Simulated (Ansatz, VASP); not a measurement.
**BeS in VASP and in Ansatz**

```
Be S
1.0
     0.00000    2.45691    2.45691
     2.45691    0.00000    2.45691
     2.45691    2.45691    0.00000
Be S
1 1
Direct
  0.00000 0.00000 0.00000
  0.75000 0.75000 0.75000
```

Change from the starting cell: functional pbesol, volume scaled by 1.04, PAW files.

Alike in both runs: task electric field gradients; functional PBEsol; k mesh 9 × 9 × 9; occupations fermi-dirac, width 0.02 eV; no spin polarisation.

|  | VASP | Ansatz |
| --- | --- | --- |
| version | VASP 6.6.1 | Ansatz 0.2.0 |
| potentials or method | VASP PAW PBE potentials, release 64 (Be, S) | PAW with Ansatz's default frozen-core files, scalar-relativistic |
| plane-wave cutoff (eV) | 520 | 420 |
| valence electrons in the cell | 8 | 8 |

```tsv
	VASP	Ansatz	Ansatz less VASP
gap on the k mesh at the Fermi level (eV)	3.11	3.10	-0.004
pressure (GPa)	-4.0	-4.2	-0.14
```

VASP's potentials were made for PBE, not for PBEsol. The functional is the same, so the differences come from potentials, cutoffs and numerics.
